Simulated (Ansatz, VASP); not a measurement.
## MoI3 in VASP and in Ansatz

File INCAR:

```
ALGO = Normal
EDIFF = 1E-6
ENCUT = 520
GGA = PE
ISIF = 2
ISMEAR = 0
ISPIN = 2
LASPH = T
LCHARG = F
LDAU = T
LDAUJ = 0 0
LDAUL = 2 -1
LDAUPRINT = 1
LDAUTYPE = 2
LDAUU = 4.4 0
LMAXMIX = 4
LORBIT = 11
LREAL = F
LWAVE = F
MAGMOM = 3.66 -0.24 -0.24 -0.24
NBANDS = 30
NELM = 150
PREC = Accurate
SIGMA = 0.05
```

File KPOINTS:

```
k-points
0
Gamma
  6 6 6
```

POSCAR

```
MoI3
1.0
    6.0027996784      0.0000000000      0.0000000000
    0.0000000000      6.0027996784      0.0000000000
    0.0000000000      0.0000000000      6.0027996784
Mo I
1 3
Direct
    0.0000000000      0.0000000000      0.0000000000
    0.5000000000      0.0000000000      0.0000000000
    0.0000000000      0.0000000000      0.5000000000
    0.0000000000      0.5000000000      0.0000000000
```

Input for Ansatz:

```yaml
crystal:
  lattice:
    - [6.0027996784, 0.0, 0.0]
    - [0.0, 6.0027996784, 0.0]
    - [0.0, 0.0, 6.0027996784]
  atoms:
    - { symbol: Mo, position: [0.0, 0.0, 0.0], spin: 3.6 }
    - { symbol: I, position: [0.5, 0.0, 0.0] }
    - { symbol: I, position: [0.0, 0.0, 0.5] }
    - { symbol: I, position: [0.0, 0.5, 0.0] }
basis:
  ecutwfc: 420
  ecutrho_ratio: 4
kpoints:
  mp_grid: { grid: [6, 6, 6] }
hamiltonian:
  xc: pbe
  hubbard:
    sites:
      - { species: Mo, l: d, u_eff: 4.4, starting_ns: start.occupation_matrices }
    ns_hold: { iters: 6 }
scf:
  occupations: { method: gaussian, width: 0.05 }
  lower_state_search: "off"
output:
  forces: true
  stress: true
  eigenvalues: true
  populations: true
  hubbard: { sites: [{ species: Mo, l: d }] }
magnetization:
  spin_polarized: true
```

Alike in both runs: task single point; functional PBE; k mesh 6 × 6 × 6; occupations gaussian, width 0.05 eV; collinear spin; Hubbard terms Mo d U = 4.4 eV.

|  | VASP | Ansatz |
| --- | --- | --- |
| version | VASP 6.6.1 | Ansatz 0.2.0 |
| potentials or method | VASP PAW PBE potentials, release 64 (Mo_sv, I), cutoff 520 eV | scalar-relativistic, plane waves, PAW |
| valence electrons in the cell | 35 | 65 |

```csv
,VASP,Ansatz,Ansatz less VASP
gap on the k mesh at the Fermi level (eV),none,none,-
pressure (GPa),-2.1,-1.5,+0.63
net moment per atom (μB),0.81,0.78,-0.034
size of the moment on the site where the two differ most (μB),3.18,3.33,+0.150
```

Site moments also hang on the region over which each program counts them. The programs project onto different local orbitals, so the same U acts differently, and such runs can settle in different states. A gap of «none» marks a metal or a gap that the smearing closes. VASP's potentials hold 35 valence electrons a cell and Ansatz's 65, so a difference there can come from the potentials and not from the codes. Ansatz's warnings: filled band counts differ across k points.

Neither program's run includes spin-orbit coupling.
